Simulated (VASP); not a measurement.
Te:

```
CELL_PARAMETERS angstrom
2.92646 0.00000 0.00000
0.00000 4.92148 0.00000
0.00000 0.00000 5.96737
ATOMIC_POSITIONS crystal
Te 0.00000 0.00000 0.25585
Te 0.00000 0.00000 0.74415
Te 0.00000 0.50000 0.00000
```

```yaml
Program: VASP 6.6.1
Task: relaxation of cell and atoms
Functional: PBE
Potentials_or_basis: VASP PAW PBE potentials, release 64 (Te)
Cutoff: 600 eV
k_mesh: 6 × 4 × 4
Occupations: gaussian, width 0.1 eV
Spin: no spin polarisation
```

At the start: pressure 21.0 GPa; volume 28.65 Å³/atom.

**Question.** Where does the relaxation end?

**Answer.** Over 15 steps the energy falls by 503.1 meV/atom and the volume is 37.85 Å³/atom (+32.1 %); space group Pmmm (No. 47, to 0.05 Å).

Step by step:
| step | energy change (eV) | largest force (eV/Å) | pressure (GPa) | volume (Å³) |
| --- | --- | --- | --- | --- |
| 1 | 0.0000 | 1.0403 | 21.02 | 85.95 |
| 2 | -0.9065 | 0.0229 | -5.26 | 141.62 |
| 3 | -1.4662 | 0.1520 | -0.29 | 114.14 |
| 4 | -1.4663 | 0.1603 | -0.09 | 113.52 |
| 5 | -1.4966 | 0.0827 | 0.06 | 113.27 |
| 6 | -1.5020 | 0.0014 | 0.25 | 113.04 |
| 7 | -1.5025 | 0.0265 | 0.19 | 113.10 |
| 8 | -1.5025 | 0.0228 | 0.20 | 113.09 |
| 9 | -1.5055 | 0.0444 | -0.08 | 113.83 |
| 10 | -1.5059 | 0.0756 | -0.20 | 114.18 |
| 11 | -1.5075 | 0.0885 | -0.05 | 113.64 |
| 12 | -1.5076 | 0.1066 | 0.20 | 112.95 |
| 13 | -1.5078 | 0.0981 | 0.10 | 113.26 |
| 14 | -1.5090 | 0.0510 | 0.04 | 113.40 |
| 15 | -1.5094 | 0.0078 | -0.01 | 113.54 |

Final structure:
```
CELL_PARAMETERS angstrom
3.31583 0.00000 0.00000
0.00000 5.53238 0.00000
0.00000 0.00000 6.18957
ATOMIC_POSITIONS crystal
Te 0.00000 0.00000 0.25956
Te 0.00000 0.00000 0.74044
Te 0.00000 0.50000 0.00000
```

Caveat: the volume moved by over 15 % at a fixed basis, so the end points are rough.
